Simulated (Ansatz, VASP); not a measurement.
# SnO2 in VASP and in Ansatz

```
Sn O
1.0
     1.61863   -2.80354    0.00000
     1.61863    0.93451    4.29183
    -4.85588   -2.80354    0.00000
Sn O
2 4
Direct
  0.54201 0.47951 0.99373
  0.95799 0.52049 0.50627
  0.48008 0.73842 0.75412
  0.01992 0.72318 0.23308
  0.48008 0.27682 0.26692
  0.01992 0.26158 0.74588
```

Change from the starting cell: mode 4 frozen in at -0.088 Å and mode 5 at -0.136 Å (largest displacements).

Alike in both runs: task single point; functional PBE; dispersion D3(BJ); k mesh 8 × 6 × 6; occupations gaussian, width 0.05 eV; no spin polarisation.

|  | VASP | Ansatz |
| --- | --- | --- |
| version | VASP 6.6.1 | Ansatz 0.2.0 |
| potentials or method | VASP PAW PBE potentials, release 64 (Sn_d, O), cutoff 520 eV | scalar-relativistic, plane waves, PAW |
| valence electrons in the cell | 52 | 52 |

```csv
,VASP,Ansatz,Ansatz less VASP
gap on the k mesh at the Fermi level (eV),1.39,1.41,+0.023
least direct gap on the mesh (eV),1.39,1.41,+0.023
pressure (GPa),0.9,0.3,-0.67
"traceless stress, the component that is largest in VASP (GPa)",-0.75,-0.73,+0.019
rms of the force components (eV/Å),0.530,0.521,-0.0097
```

Atom by atom the forces differ by 0.030 eV/Å (rms over components).
